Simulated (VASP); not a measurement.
# Se (P3_221) in VASP: notebook

The runs below take Se through single point, relaxation of cell and atoms, with PBE.

Everything below comes from runs of VASP 6.6.1. Logs are shortened: lines on timing, memory, paths and dates and some standing lists are left out, and cuts for length are marked.

## (1) The cell of the first run

Symmetry: P3_221, No. 154, trigonal system. The conventional cell has a = 4.528 Å, b = 4.528 Å, c = 5.043 Å, α = 90.00°, β = 90.00°, γ = 120.00°. Se (site symmetry 2) has 2 Se at 2.40 Å within 3.2 Å.

## (2) Single point, PBE

Input file INCAR:

```
PREC     = Accurate       # precision mode
ENCUT    = 520            # plane-wave cutoff, eV
EDIFF    = 1E-6           # SCF threshold, eV
ISMEAR   = 0              # smearing method
SIGMA    = 0.02           # smearing width, eV
LREAL    = False          # projectors in reciprocal space
LASPH    = True           # aspherical terms in the spheres
NELM     = 80             # most SCF steps
ALGO     = Normal         # electronic algorithm
ISIF     = 2              # what is computed and relaxed
LWAVE    = False          # write WAVECAR
LCHARG   = True           # write CHGCAR
GGA      = PE             # functional
LELF     = True           # ELF
LVHAR    = True         
NBANDS   = 16             # bands
```

Input file KPOINTS:

```
Automatic mesh
0
Gamma
  12 12 8
```

Input file POSCAR:

```
Se
1.0
    4.5278865773      0.0000000000      0.0000000000
   -2.2639432887      3.9212648014      0.0000000000
    0.0000000000      0.0000000000      5.0429865856
Se
3
Direct
    0.2184845763      0.0000000000      0.1666666667
    0.0000000000      0.2184845763      0.8333333333
    0.7815154237      0.7815154237      0.5000000000
```

Potentials or basis: VASP PAW PBE potentials, release 64 (Se).

Started as:

```sh
> cat potpaw_PBE.64/Se/POTCAR > POTCAR
> mpirun -np 1 vasp_std > vasp.out
```

OUTCAR:

```text
PREC = Accurate
   ENCUT = 520
   EDIFF = 1E-6
   ISMEAR = 0
   LREAL = False
   LASPH = True
   NELM = 80
   ISIF = 2
   GGA = PE

 ion  position               nearest neighbor table
   1  0.218  0.000  0.167-   3 2.40   2 2.40
   2  0.000  0.218  0.833-   3 2.40   1 2.40
   3  0.782  0.782  0.500-   1 2.40   2 2.40

  LATTYP: Found a hexagonal cell.
 ALAT       =     4.5278865773
 C/A-ratio  =     1.1137616854

  Lattice vectors:

 A1 = (   4.5278865773,   0.0000000000,   0.0000000000)
 A2 = (  -2.2639432887,   3.9212648014,   0.0000000000)
 A3 = (   0.0000000000,   0.0000000000,   5.0429865856)

Analysis of symmetry for initial positions (statically):
=====================================================================
 Subroutine PRICEL returns:
 Original cell was already a primitive cell.

 Routine SETGRP: Setting up the symmetry group for a
 hexagonal supercell.

 Subroutine GETGRP returns: Found  6 space group operations
 (whereof  2 operations were pure point group operations)
 out of a pool of 24 trial point group operations.

The static configuration has the point symmetry C_2 .
 The point group associated with its full space group is D_3 .

Analysis of symmetry for dynamics (positions and initial velocities):
=====================================================================
 Subroutine PRICEL returns:
 Original cell was already a primitive cell.

 Routine SETGRP: Setting up the symmetry group for a
 hexagonal supercell.

 Subroutine GETGRP returns: Found  6 space group operations
 (whereof  2 operations were pure point group operations)
 out of a pool of 24 trial point group operations.

The dynamic configuration has the point symmetry C_2 .
 The point group associated with its full space group is D_3 .

 Subroutine INISYM returns: Found  6 space group operations
 (whereof  2 operations are pure point group operations),
 and found     1 'primitive' translations

----------------------------------------------------------------------------------------

                                     Primitive cell

  volume of cell :      89.5384

  direct lattice vectors                    reciprocal lattice vectors
     4.527886577  0.000000000  0.000000000     0.220853589  0.127509879  0.000000000
    -2.263943289  3.921264801  0.000000000     0.000000000  0.255019758  0.000000000
[... 87 lines left out ...]
   EDIFF  = 0.1E-05   stopping-criterion for ELM
   LREAL  =      F    real-space projection
   EDIFFG = 0.1E-04   stopping-criterion for IOM
   NSW    =      0    number of steps for IOM
   IBRION =     -1    ionic relax: 0-MD 1-quasi-New 2-CG
   NFREE  =      0    steps in history (QN), initial steepest desc. (CG)
   ISIF   =      2    stress and relaxation
   ISYM   =      2    0-nonsym 1-usesym 2-fastsym
   POTIM  = 0.5000    time-step for ionic-motion
   TEBEG  =    0.0;   TEEND  =   0.0 temperature during run
   PSTRESS=    0.0 pullay stress
   NELECT =      18.0000    total number of electrons
   NUPDOWN=      -1.0000    fix difference up-down
   EMIN   =  10.00;   EMAX   =-10.00  energy-range for DOS
   EFERMI =   0.00;   METHOD = LEGACY
   ISMEAR =     0;   SIGMA  =   0.02  broadening in eV -4-tet -1-fermi 0-gaus
   EFERMI_NEDOS =   21; number of points for ismear=-14 and -15
   IALGO  =     38    algorithm
   IMIX   =      4    mixing-type and parameters
     AMIX     =   0.40;   BMIX     =  1.00
     AMIX_MAG =   1.60;   BMIX_MAG =  1.00
  volume/ion in A,a.u.               =      29.85       201.41
  Fermi-wavevector in a.u.,A,eV,Ry     =   0.959023  1.812291 12.513628  0.919726
  Thomas-Fermi vector in A             =   2.088183
   LORBIT       =      0    0 simple, 1 ext, 2 COOP (PROOUT), +10 PAW based schemes
   GGA     = PE    functional components
   LHFCALC =     F    Hartree Fock is set to
   AEXX    =    0.0000 exact exchange contribution
   IVDW    =     0    specifies the selected vdW correction
   LEPSILON=     F    determine dielectric tensor
   LRPA    =     F    only Hartree local field effects (RPA)
 non-spin polarized calculation
 Gauss-broadening in eV      SIGMA  =   0.02
  energy-cutoff  :      520.00
  volume of cell :       89.54
 maximum number of plane-waves:      2461
 NGX is ok and might be reduce to    36
   NGX = 17   NGY = 17   NGZ = 19

 number of electron      18.0000001 magnetization

 Free energy of the ion-electron system (eV)
  ---------------------------------------------------
  ext. energy  EPLUGINS =         0.00000000
  ---------------------------------------------------
  free energy    TOTEN  =       -10.51084270 eV

  energy without entropy =      -10.51084270  energy(sigma->0) =      -10.51084270

 E-fermi :   1.9538     XC(G=0):  -8.4157

 val. band max:        1.8173373525   @ k =   0.5000   0.0000   0.5000
 cond. band min:       2.8419599029   @ k =   0.3333   0.3333   0.5000
 fundamental gap:      1.0246225504
 Fermi energy:         1.9537806765

 k-point     1 :       0.0000    0.0000    0.0000
  band No.  band energies     occupation
      1     -13.5563      2.00000
      2      -9.7384      2.00000
      3      -9.7384      2.00000
      4      -1.9107      2.00000
      5      -1.9107      2.00000
      6      -1.6022      2.00000
[... 433 lines left out ...]
      3      -9.0928      2.00000
      4      -2.4490      2.00000
      5      -2.0943      2.00000
      6      -1.4345      2.00000
[... 8 lines left out ...]
     15       9.3345      0.00000
     16       9.6948      0.00000

 [... further k-points ...]

------------------------ aborting loop because EDIFF is reached ----------------------------------------

  FORCE on cell =-STRESS in cart. coord.  units (eV):
  Direction    XX          YY          ZZ          XY          YZ          ZX
  --------------------------------------------------------------------------------------
  -------------------------------------------------------------------------------------
  Total        0.0464315      0.0464315      0.0765167     -0.0000000      0.0000000      0.0000000
  in kB        0.8308332      0.8308332      1.3691705     -0.0000000      0.0000000      0.0000000
  external PRESSURE =       1.0102790 kB  Pullay stress =       0.0000000 kB

 VOLUME and BASIS-vectors are now :
 -----------------------------------------------------------------------------
  energy-cutoff  :      520.00
  volume of cell :       89.54
      direct lattice vectors                 reciprocal lattice vectors
     4.527886577  0.000000000  0.000000000     0.220853589  0.127509879  0.000000000
    -2.263943289  3.921264801  0.000000000     0.000000000  0.255019758  0.000000000
     0.000000000  0.000000000  5.042986586     0.000000000  0.000000000  0.198295193

 POSITION                                       TOTAL-FORCE (eV/Angst)
 -----------------------------------------------------------------------------------
      0.98927      0.00000      0.84050         0.028180     -0.000000     -0.000000
     -0.49464      0.85674      4.20249        -0.014090      0.024404      0.000000
      1.76931      3.06453      2.52149        -0.014090     -0.024404      0.000000
 -----------------------------------------------------------------------------------
    total drift:                                0.000000      0.000001     -0.000000

  FREE ENERGIE OF THE ION-ELECTRON SYSTEM (eV)
  ---------------------------------------------------
  free  energy   TOTEN  =       -10.5108427001 eV

  energy  without entropy=      -10.5108427001  energy(sigma->0) =      -10.51084270
```

Wall time 72 s (1 thread of AMD EPYC 9R45 (Zen 5), shared host); peak memory 0.27 GiB.

What came out:

* Free energy: -10.5108 eV
* Pressure: 0.1 GPa
* Largest force: 0.028 eV/Å
* Band gap on the k mesh: 1.02 eV (least direct gap 1.25 eV)

Forces in eV/Å, atoms in the order of the input:
```
Se   0.028  0.000  0.000
Se  -0.014  0.024  0.000
Se  -0.014 -0.024  0.000
```

A k mesh can miss the band edges.

## (3) Relaxation of cell and atoms, PBE

This run uses another cell than the first one, of 24.48 Å³/atom.

Input file INCAR:

```
SYSTEM = Se
PREC     = Accurate       ! precision mode
ENCUT    = 600            ! plane-wave cutoff, eV
EDIFF    = 1E-6           ! SCF threshold, eV
ISMEAR   = 0              ! smearing method
SIGMA    = 0.02           ! smearing width, eV
LREAL    = .False.        ! projectors in reciprocal space
LASPH    = .True.         ! aspherical terms in the spheres
NELM     = 100            ! most SCF steps
ALGO     = Normal         ! electronic algorithm
ISIF     = 3              ! what is computed and relaxed
LWAVE    = .False.        ! write WAVECAR
LCHARG   = .False.        ! write CHGCAR
GGA      = PE             ! functional
IBRION   = 2              ! ionic algorithm
NSW      = 70             ! ionic steps
EDIFFG   = -0.005         ! ionic threshold
```

Input file KPOINTS:

```
Automatic mesh
0
Gamma
  12 12 8
  0 0 0
```

Input file POSCAR:

```
Se
1.0
    4.0663877714      0.0000000000      0.0000000000
   -2.0331938857      3.5215951117      0.0000000000
    0.0000000000      0.0000000000      5.1281022030
Se
3
Direct
    0.2474441096      0.0000000000      0.1666666667
    0.0000000000      0.2474441096      0.8333333333
    0.7525558904      0.7525558904      0.5000000000
```

Potentials or basis: VASP PAW PBE potentials, release 64 (Se).

Started as:

```sh
> cat potpaw_PBE.64/Se/POTCAR > POTCAR
> mpirun -np 1 vasp_std > vasp.out
```

OUTCAR:

```text
SYSTEM = Se
   PREC = Accurate
   ENCUT = 600
   EDIFF = 1E-6
   ISMEAR = 0
   LREAL = .False.
   LASPH = .True.
   NELM = 100
   ISIF = 3
   GGA = PE
   IBRION = 2
   NSW = 70
   EDIFFG = -0.005

 ion  position               nearest neighbor table
   1  0.247  0.000  0.167-   3 2.44   2 2.44
   2  0.000  0.247  0.833-   3 2.44   1 2.44
   3  0.753  0.753  0.500-   1 2.44   2 2.44

  LATTYP: Found a hexagonal cell.
 ALAT       =     4.0663877714
 C/A-ratio  =     1.2610952254

  Lattice vectors:

 A1 = (   4.0663877714,   0.0000000000,   0.0000000000)
 A2 = (  -2.0331938857,   3.5215951117,   0.0000000000)
 A3 = (   0.0000000000,   0.0000000000,   5.1281022030)

Analysis of symmetry for initial positions (statically):
=====================================================================
 Subroutine PRICEL returns:
 Original cell was already a primitive cell.

 Routine SETGRP: Setting up the symmetry group for a
 hexagonal supercell.

 Subroutine GETGRP returns: Found  6 space group operations
 (whereof  2 operations were pure point group operations)
 out of a pool of 24 trial point group operations.

The static configuration has the point symmetry C_2 .
 The point group associated with its full space group is D_3 .

Analysis of symmetry for dynamics (positions and initial velocities):
=====================================================================
 Subroutine PRICEL returns:
 Original cell was already a primitive cell.

 Routine SETGRP: Setting up the symmetry group for a
 hexagonal supercell.

 Subroutine GETGRP returns: Found  6 space group operations
 (whereof  2 operations were pure point group operations)
 out of a pool of 24 trial point group operations.

The dynamic configuration has the point symmetry C_2 .
 The point group associated with its full space group is D_3 .

 Subroutine INISYM returns: Found  6 space group operations
 (whereof  2 operations are pure point group operations),
[... 152 lines left out ...]
  Direction    XX          YY          ZZ          XY          YZ          ZX
  --------------------------------------------------------------------------------------
  -------------------------------------------------------------------------------------
  Total        1.1855706      1.1855706      1.2002951     -0.0000000      0.0000000      0.0000000
  in kB       25.8662299     25.8662299     26.1874817     -0.0000000      0.0000000      0.0000000
  external PRESSURE =      25.9733138 kB  Pullay stress =       0.0000000 kB
[... 92 lines left out ...]
  FREE ENERGIE OF THE ION-ELECTRON SYSTEM (eV)
  ---------------------------------------------------
  free  energy   TOTEN  =       -10.4459490028 eV

  energy  without entropy=      -10.4459490028  energy(sigma->0) =      -10.44594900

[... ionic steps 4 to 14 ...]

--------------------------------------- Ionic step       15  -------------------------------------------

 number of electron      18.0000002 magnetization

------------------------ aborting loop because EDIFF is reached ----------------------------------------
[... 69 lines left out ...]
--------------------------------------- Ionic step       17  -------------------------------------------

 number of electron      18.0000002 magnetization

 Free energy of the ion-electron system (eV)
  ---------------------------------------------------
  ext. energy  EPLUGINS =         0.00000000
  ---------------------------------------------------
  free energy    TOTEN  =       -10.51052612 eV

  energy without entropy =      -10.51052612  energy(sigma->0) =      -10.51052612

 E-fermi :   1.9700     XC(G=0):  -8.4209

 val. band max:        1.8205095005   @ k =   0.5000   0.0000   0.5000
 cond. band min:       2.8384085120   @ k =   0.3333   0.3333   0.5000
 fundamental gap:      1.0178990115
 Fermi energy:         1.9699784002

 k-point     1 :       0.0000    0.0000    0.0000
  band No.  band energies     occupation
      1     -13.5404      2.00000
      2      -9.7330      2.00000
      3      -9.7330      2.00000
      4      -1.8977      2.00000
      5      -1.8977      2.00000
      6      -1.5954      2.00000
      7      -0.0235      2.00000
      8      -0.0235      2.00000
      9       1.5090      2.00000
     10       3.7463      0.00000
     11       3.7463      0.00000
     12       4.1153      0.00000
     13       7.7062      0.00000
[... 354 lines left out ...]
  band No.  band energies     occupation
      1     -13.3919      2.00000
      2     -10.4869      2.00000
      3      -9.0903      2.00000
      4      -2.4378      2.00000
      5      -2.0825      2.00000
      6      -1.4281      2.00000
      7       0.0368      2.00000
      8       0.1731      2.00000
      9       1.2126      2.00000
     10       3.6584      0.00000
     11       3.8974      0.00000
     12       4.2709      0.00000
     13       7.9778      0.00000

 [... further k-points ...]

------------------------ aborting loop because EDIFF is reached ----------------------------------------

  FORCE on cell =-STRESS in cart. coord.  units (eV):
  Direction    XX          YY          ZZ          XY          YZ          ZX
  --------------------------------------------------------------------------------------
  -------------------------------------------------------------------------------------
  Total       -0.0027020     -0.0027020     -0.0031926     -0.0000000      0.0000000      0.0000000
  in kB       -0.0483795     -0.0483795     -0.0571631     -0.0000000      0.0000000      0.0000000
  external PRESSURE =      -0.0513073 kB  Pullay stress =       0.0000000 kB
[... 18 lines left out ...]
  FREE ENERGIE OF THE ION-ELECTRON SYSTEM (eV)
  ---------------------------------------------------
  free  energy   TOTEN  =       -10.5105261222 eV

  energy  without entropy=      -10.5105261222  energy(sigma->0) =      -10.51052612

 reached required accuracy - stopping structural energy minimisation
```

CONTCAR:

```text
Se
   1.00000000000000
     4.5247927174575651    0.0000000000000000   -0.0000000000000000
    -2.2623963587287825    3.9185854402166274    0.0000000000000000
     0.0000000000000000    0.0000000000000000    5.0467125788037057
  Se
     3
Direct
     0.2189292223922570    0.0000000000000000    0.1666666667000030
     0.0000000000000049    0.2189292223922668    0.8333333332999970
     0.7810707776077452    0.7810707776077405    0.5000000000000000

  0.00000000E+00  0.00000000E+00  0.00000000E+00
  0.00000000E+00  0.00000000E+00  0.00000000E+00
  0.00000000E+00  0.00000000E+00  0.00000000E+00
```

Wall time 7.3 min (1 thread of AMD EPYC 9R45 (Zen 5), shared host); peak memory 0.27 GiB.

What came out:

- Free energy: -10.5105 eV
- Relaxed volume: 29.83 Å³/atom
- Relaxed cell: a = 4.525 Å, b = 4.525 Å, c = 5.047 Å, α = 90.00°, β = 90.00°, γ = 120.00°
- Space group after relaxing (to 0.1 Å): P3_221 (No. 154)
- Energy gained by relaxing: 29.2 meV/atom
- Ionic steps: 17
- Pressure after relaxing: 0.0 GPa
- Band gap on the k mesh: 1.02 eV (least direct gap 1.24 eV)

The path:
```csv
step,energy change (eV),largest force (eV/Å),pressure (GPa),volume (Å³)
1,0.0000,0.0151,2.60,73.44
2,-0.0186,0.3798,-0.98,77.73
3,-0.0230,0.2641,0.03,76.38
4,-0.0349,0.2264,0.05,77.22
5,-0.0616,0.0752,0.32,79.76
6,-0.0650,0.4356,1.68,84.91
7,-0.0727,0.1792,0.98,82.56
8,-0.0796,0.0763,0.32,84.45
9,-0.0805,0.1129,-0.76,88.12
10,-0.0819,0.0336,-0.35,86.59
11,-0.0844,0.0278,-0.27,87.32
12,-0.0872,0.0101,-0.11,88.76
13,-0.0845,0.0467,0.32,91.58
14,-0.0876,0.0072,0.01,89.49
15,-0.0876,0.0001,-0.02,89.51
16,-0.0876,0.0005,-0.02,89.51
17,-0.0876,0.0008,-0.01,89.48
```

Final structure:
```
CELL_PARAMETERS angstrom
4.52479 0.00000 0.00000
-2.26240 3.91859 0.00000
0.00000 0.00000 5.04671
ATOMIC_POSITIONS crystal
Se 0.21893 0.00000 0.16667
Se 0.00000 0.21893 0.83333
Se 0.78107 0.78107 0.50000
```

Levels at points of the mesh, in eV from the valence-band top:
```csv
k point,band 6,band 7,band 8,band 9,band 10,band 11,band 12,band 13
"(0.00, 0.00, 0.00)",-3.42,-1.84,-1.84,-0.31,1.93,1.93,2.29,5.89
"(0.50, 0.00, 0.00)",-3.08,-2.58,-1.69,-0.86,2.00,2.42,3.84,5.66
"(0.00, 0.00, 0.50)",-3.22,-1.32,-1.32,-0.95,1.34,1.38,1.38,6.51
"(0.50, 0.00, 0.50)",-3.95,-1.57,-1.12,0.00,1.54,2.64,2.93,6.34
```

Caveat: the volume moved by over 15 % at a fixed basis, so the end points are rough. A k mesh can miss the band edges.
